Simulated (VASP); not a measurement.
# Sr (Fm-3m) in VASP: settings compared

The runs below take Sr through single point, with PBEsol, LDA.

Everything below comes from runs of VASP 6.6.1. Logs are shortened: lines on timing, memory, paths and dates and some standing lists are left out, and cuts for length are marked.

### 1 The cell of the first run

Symmetry: Fm-3m, No. 225, cubic system. Conventional cell: a = 6.044 Å, b = 6.044 Å, c = 6.044 Å, α = 90.00°, β = 90.00°, γ = 90.00°. Sr (site symmetry m-3m) has 12 Sr at 4.27 Å within 5.6 Å.

### 2 Single point, PBEsol (volume scaled by 0.98)

Input file INCAR:

```
PREC     = Accurate       # precision mode
ENCUT    = 520            # plane-wave cutoff, eV
EDIFF    = 1E-6           # SCF threshold, eV
ISMEAR   = -1             # smearing method
SIGMA    = 0.05           # smearing width, eV
LREAL    = False          # projectors in reciprocal space
LASPH    = True           # aspherical terms in the spheres
NELM     = 60             # most SCF steps
ALGO     = Fast           # electronic algorithm
ISIF     = 2              # what is computed and relaxed
LWAVE    = False          # write WAVECAR
LCHARG   = False          # write CHGCAR
GGA      = PS             # functional
NBANDS   = 11             # bands
```

Input file KPOINTS:

```
Automatic mesh
0
Gamma
  8 8 8
```

Input file POSCAR:

```
Sr
1.0
    0.0000000000      3.0219309284      3.0219309284
    3.0219309284      0.0000000000      3.0219309284
    3.0219309284      3.0219309284      0.0000000000
Sr
1
Direct
    0.0000000000      0.0000000000      0.0000000000
```

Potentials or basis: VASP PAW PBE potentials, release 64 (Sr_sv).

On the command line:

```sh
$ cat potpaw_PBE.64/Sr_sv/POTCAR > POTCAR
$ mpirun -np 1 vasp_std > vasp.out
```

OUTCAR:

```text
PREC = Accurate
   ENCUT = 520
   EDIFF = 1E-6
   ISMEAR = -1
   LREAL = False
   LASPH = True
   NELM = 60
   ISIF = 2
   GGA = PS

 ion  position               nearest neighbor table
   1  0.000  0.000  0.000-

  LATTYP: Found a face centered cubic cell.
 ALAT       =     6.0438618568

  Lattice vectors:

 A1 = (   0.0000000000,   3.0219309284,   3.0219309284)
 A2 = (   3.0219309284,   0.0000000000,   3.0219309284)
 A3 = (   3.0219309284,   3.0219309284,   0.0000000000)

Analysis of symmetry for initial positions (statically):
=====================================================================
 Subroutine PRICEL returns:
 Original cell was already a primitive cell.

 Routine SETGRP: Setting up the symmetry group for a
 face centered cubic supercell.

 Subroutine GETGRP returns: Found 48 space group operations
 (whereof 48 operations were pure point group operations)
 out of a pool of 48 trial point group operations.

The static configuration has the point symmetry O_h .

Analysis of symmetry for dynamics (positions and initial velocities):
=====================================================================
 Subroutine PRICEL returns:
 Original cell was already a primitive cell.

 Routine SETGRP: Setting up the symmetry group for a
 face centered cubic supercell.

 Subroutine GETGRP returns: Found 48 space group operations
 (whereof 48 operations were pure point group operations)
 out of a pool of 48 trial point group operations.

The dynamic configuration has the point symmetry O_h .

 Subroutine INISYM returns: Found 48 space group operations
 (whereof 48 operations are pure point group operations),
 and found     1 'primitive' translations

----------------------------------------------------------------------------------------

                                     Primitive cell

  volume of cell :      55.1929

  direct lattice vectors                    reciprocal lattice vectors
     0.000000000  3.021930928  3.021930928    -0.165457124  0.165457124  0.165457124
     3.021930928  0.000000000  3.021930928     0.165457124 -0.165457124  0.165457124
     3.021930928  3.021930928  0.000000000     0.165457124  0.165457124 -0.165457124

  length of vectors
     4.273655703  4.273655703  4.273655703     0.286580145  0.286580145  0.286580145

  position of ions in fractional coordinates (direct lattice)
     0.000000000  0.000000000  0.000000000

  ion indices of the primitive-cell ions
   primitive index   ion index
                 1           1

----------------------------------------------------------------------------------------

 KPOINTS: Automatic mesh

Automatic generation of k-mesh.
 Grid dimensions read from file:
 generate k-points for:    8    8    8

 Generating k-lattice:

  Cartesian coordinates                     Fractional coordinates (reciprocal lattice)
    -0.020682140  0.020682140  0.020682140     0.125000000  0.000000000  0.000000000
     0.020682140 -0.020682140  0.020682140     0.000000000  0.125000000  0.000000000
     0.020682140  0.020682140 -0.020682140     0.000000000  0.000000000  0.125000000

  Length of vectors
     0.035822518  0.035822518  0.035822518

  Shift w.r.t. Gamma in fractional coordinates (k-lattice)
     0.000000000  0.000000000  0.000000000

 Subroutine IBZKPT returns following result:
 ===========================================

 Found     29 irreducible k-points:

 Following reciprocal coordinates:
            Coordinates               Weight
  0.000000  0.000000  0.000000      1.000000
  0.125000  0.000000  0.000000      8.000000
  0.250000  0.000000  0.000000      8.000000
  0.375000  0.000000  0.000000      8.000000
  0.500000  0.000000  0.000000      4.000000
  0.125000  0.125000  0.000000      6.000000
[... 16 lines left out ...]
  0.500000  0.250000  0.125000     48.000000
 -0.375000  0.250000  0.125000     24.000000
 [... further k-points ...]
   k-points           NKPTS =     29   k-points in BZ     NKDIM =     29   number of bands    NBANDS=     11
   number of dos      NEDOS =    301   number of ions     NIONS =      1
   total plane-waves  NPLWV =  32768
   dimension x,y,z NGX =    32 NGY =   32 NGZ =   32
   dimension x,y,z NGXF=    64 NGYF=   64 NGZF=   64
   ions per type =               1
   NGX,Y,Z   is equivalent  to a cutoff of  12.45, 12.45, 12.45 a.u.
   NGXF,Y,Z  is equivalent  to a cutoff of  24.90, 24.90, 24.90 a.u.
 SYSTEM =  unknown system
   PREC   = accura    normal or accurate (medium, high low for compatibility)
   ISTART =      0    job   : 0-new  1-cont  2-samecut
   ICHARG =      2    charge: 1-file 2-atom 10-const
   ISPIN  =      1    spin polarized calculation?
   LNONCOLLINEAR =      F non collinear calculations
   LSORBIT =      F    spin-orbit coupling
   LASPH  =      T    aspherical Exc in radial PAW
   ENCUT  =  520.0 eV  38.22 Ry    6.18 a.u.   7.95  7.95  7.95*2*pi/ulx,y,z
   NELM   =     60;   NELMIN=  2; NELMDL= -5     # of ELM steps
   EDIFF  = 0.1E-05   stopping-criterion for ELM
   LREAL  =      F    real-space projection
   EDIFFG = 0.1E-04   stopping-criterion for IOM
   NSW    =      0    number of steps for IOM
   IBRION =     -1    ionic relax: 0-MD 1-quasi-New 2-CG
   NFREE  =      0    steps in history (QN), initial steepest desc. (CG)
   ISIF   =      2    stress and relaxation
   ISYM   =      2    0-nonsym 1-usesym 2-fastsym
   POTIM  = 0.5000    time-step for ionic-motion
   TEBEG  =    0.0;   TEEND  =   0.0 temperature during run
   PSTRESS=    0.0 pullay stress
   NELECT =      10.0000    total number of electrons
   NUPDOWN=      -1.0000    fix difference up-down
   EMIN   =  10.00;   EMAX   =-10.00  energy-range for DOS
   EFERMI =   0.00;   METHOD = LEGACY
   ISMEAR =    -1;   SIGMA  =   0.05  broadening in eV -4-tet -1-fermi 0-gaus
   EFERMI_NEDOS =   21; number of points for ismear=-14 and -15
   IALGO  =     68    algorithm
   IMIX   =      4    mixing-type and parameters
     AMIX     =   0.40;   BMIX     =  1.00
     AMIX_MAG =   1.60;   BMIX_MAG =  1.00
  volume/ion in A,a.u.               =      55.19       372.46
  Fermi-wavevector in a.u.,A,eV,Ry     =   0.926361  1.750569 11.675769  0.858145
  Thomas-Fermi vector in A             =   2.052315
   LORBIT       =      0    0 simple, 1 ext, 2 COOP (PROOUT), +10 PAW based schemes
   GGA     = PS    functional components
   LHFCALC =     F    Hartree Fock is set to
   AEXX    =    0.0000 exact exchange contribution
   IVDW    =     0    specifies the selected vdW correction
   LEPSILON=     F    determine dielectric tensor
   LRPA    =     F    only Hartree local field effects (RPA)
 non-spin polarized calculation
 RMM-DIIS sequential band-by-band and
  energy-cutoff  :      520.00
  volume of cell :       55.19
 maximum number of plane-waves:      1524
   NGX = 15   NGY = 15   NGZ = 15

 number of electron      10.0000000 magnetization

 Free energy of the ion-electron system (eV)
  ---------------------------------------------------
  ext. energy  EPLUGINS =         0.00000000
  ---------------------------------------------------
  free energy    TOTEN  =        -1.84139012 eV

  energy without entropy =       -1.83343169  energy(sigma->0) =       -1.83741091

 E-fermi :   1.4658     XC(G=0):  -7.4204

 val. band max:        1.3942093054   @ k =  -0.3750   0.3750   0.0000
 cond. band min:       1.5085178365   @ k =  -0.3750   0.2500   0.1250
 fundamental gap:      0.1143085311
 Fermi energy:         1.4658353424

 k-point     1 :       0.0000    0.0000    0.0000
  band No.  band energies     occupation
      1     -35.0635      2.00000
      2     -16.9652      2.00000
      3     -16.9652      2.00000
      4     -16.9652      2.00000
      5      -2.1698      2.00000
      6       3.8112      0.00000
      7       3.8112      0.00000
      8       3.8112      0.00000
      9       5.2792      0.00000
     10       5.2792      0.00000
     11       8.5878      0.00000

 k-point     2 :       0.1250    0.0000    0.0000
  band No.  band energies     occupation
      1     -35.0615      2.00000
      2     -16.9946      2.00000
      3     -16.9691      2.00000
      4     -16.9691      2.00000
      5      -1.9208      2.00000
      6       3.4495      0.00000
      7       3.9180      0.00000
      8       3.9180      0.00000
      9       5.1473      0.00000
     10       5.1473      0.00000
     11       9.1498      0.00000

 k-point     3 :       0.2500    0.0000    0.0000
  band No.  band energies     occupation
      1     -35.0566      2.00000
      2     -17.0645      2.00000
      3     -16.9787      2.00000
      4     -16.9787      2.00000
      5      -1.2291      2.00000
      6       2.7367      0.00000
      7       3.9640      0.00000
      8       3.9640      0.00000
      9       5.2287      0.00000
     10       5.2287      0.00000
     11       8.2656      0.00000

 k-point     4 :       0.3750    0.0000    0.0000
  band No.  band energies     occupation
      1     -35.0517      2.00000
      2     -17.1330      2.00000
      3     -16.9882      2.00000
      4     -16.9882      2.00000
      5      -0.2845      2.00000
      6       2.0213      0.00003
      7       3.7618      0.00000
      8       3.7618      0.00000
      9       5.8703      0.00000
     10       5.8703      0.00000
     11       7.4091      0.00000
[... 239 lines left out ...]
 k-point    22 :       0.3750    0.2500    0.1250
  band No.  band energies     occupation
      1     -35.0529      2.00000
      2     -17.0816      2.00000
      3     -17.0147      2.00000
      4     -16.9909      2.00000
      5      -0.6472      2.00000
      6       2.5018      0.00000
      7       3.3069      0.00000
      8       4.4566      0.00000
      9       4.6479      0.00000
     10       6.0287      0.00000
     11       8.5300      0.00000

 k-point    23 :       0.5000    0.2500    0.1250
  band No.  band energies     occupation
      1     -35.0490      2.00000
      2     -17.1183      2.00000
      3     -17.0363      2.00000
      4     -17.0023      2.00000
      5       0.2700      2.00000
      6       2.0600      0.00001
      7       2.8572      0.00000
      8       4.2480      0.00000
      9       5.3850      0.00000
     10       6.5514      0.00000
     11       7.2086      0.00000

 k-point    24 :      -0.3750    0.2500    0.1250
  band No.  band energies     occupation
      1     -35.0474      2.00000
      2     -17.1341      2.00000
      3     -17.0431      2.00000
      4     -17.0084      2.00000
      5       1.0186      1.99974
      6       1.5085      0.59734
      7       2.8181      0.00000
      8       4.1211      0.00000
      9       5.7834      0.00000
     10       6.5834      0.00000
     11       6.6991      0.00000

 [... further k-points ...]
[... 5 lines left out ...]
  --------------------------------------------------------------------------------------
  -------------------------------------------------------------------------------------
  Total       -0.2404005     -0.2404005     -0.2404005     -0.0000000      0.0000000     -0.0000000
  in kB       -6.9785040     -6.9785040     -6.9785040     -0.0000000      0.0000000     -0.0000000
  external PRESSURE =      -6.9785040 kB  Pullay stress =       0.0000000 kB

 VOLUME and BASIS-vectors are now :
 -----------------------------------------------------------------------------
  energy-cutoff  :      520.00
  volume of cell :       55.19
      direct lattice vectors                 reciprocal lattice vectors
     0.000000000  3.021930928  3.021930928    -0.165457124  0.165457124  0.165457124
     3.021930928  0.000000000  3.021930928     0.165457124 -0.165457124  0.165457124
     3.021930928  3.021930928  0.000000000     0.165457124  0.165457124 -0.165457124

 POSITION                                       TOTAL-FORCE (eV/Angst)
 -----------------------------------------------------------------------------------
      0.00000      0.00000      0.00000        -0.000000      0.000000      0.000000
 -----------------------------------------------------------------------------------
    total drift:                                0.000000      0.000000      0.000000

  FREE ENERGIE OF THE ION-ELECTRON SYSTEM (eV)
  ---------------------------------------------------
  free  energy   TOTEN  =        -1.8413901239 eV

  energy  without entropy=       -1.8334316880  energy(sigma->0) =       -1.83741091
```

Wall time 30 s (1 thread of AMD EPYC 7R43 (Zen 3), shared host); peak memory 0.14 GiB.

Results:

| Item | Value |
| --- | --- |
| Free energy | -1.8414 eV |
| Pressure | -0.7 GPa |
| Band gap on the k mesh | zero (band 5 reaches 1.56 eV, above the bottom of band 6 at 1.51 eV) |

Caveat: the PAW data sets were made with another functional, which shifts forces and pressure a little.

### 3 Single point, LDA (volume scaled by 1.02)

Input file INCAR:

```
PREC = Accurate
ENCUT = 520
EDIFF = 1E-6
ISMEAR = -1
SIGMA = 0.05
LREAL = F
LASPH = T
NELM = 60
ALGO = Normal
ISIF = 2
LWAVE = F
LCHARG = F
GGA = CA
NBANDS = 11
```

KPOINTS is that of step 2.

Input file POSCAR:

```
Sr
1.0
    0.0000000000      3.0624986004      3.0624986004
    3.0624986004      0.0000000000      3.0624986004
    3.0624986004      3.0624986004      0.0000000000
Sr
1
Direct
    0.0000000000      0.0000000000      0.0000000000
```

Potentials or basis: VASP PAW LDA potentials, release 64 (Sr_sv).

On the command line:

```sh
$ cat potpaw_LDA.64/Sr_sv/POTCAR > POTCAR
$ mpirun -np 1 vasp_std > vasp.out
```

Run time: 31 s. Hardware: 1 thread of AMD EPYC 7R43 (Zen 3), shared host; peak memory 0.12 GiB.

It converged, with:

| Quantity | Value |
| --- | --- |
| Free energy | -1.8506 eV |
| Pressure | -1.8 GPa |
| Band gap on the k mesh | zero (band 5 reaches 1.37 eV, above the bottom of band 6 at 1.31 eV) |

Levels at points of the mesh, in eV from the Fermi level:
```
           k point  band 1  band 2  band 3  band 4  band 5  band 6  band 7  band 8  band 9  band 10
(0.00, 0.00, 0.00)  -36.54  -18.53  -18.53  -18.53   -3.59    2.20    2.20    2.20    3.58     3.58
(0.50, 0.00, 0.00)  -36.53  -18.70  -18.55  -18.55   -1.14    0.09    2.06    2.06    4.57     4.57
(0.50, 0.50, 0.00)  -36.53  -18.69  -18.59  -18.59   -0.61    0.33    1.01    4.57    4.85     4.85
```
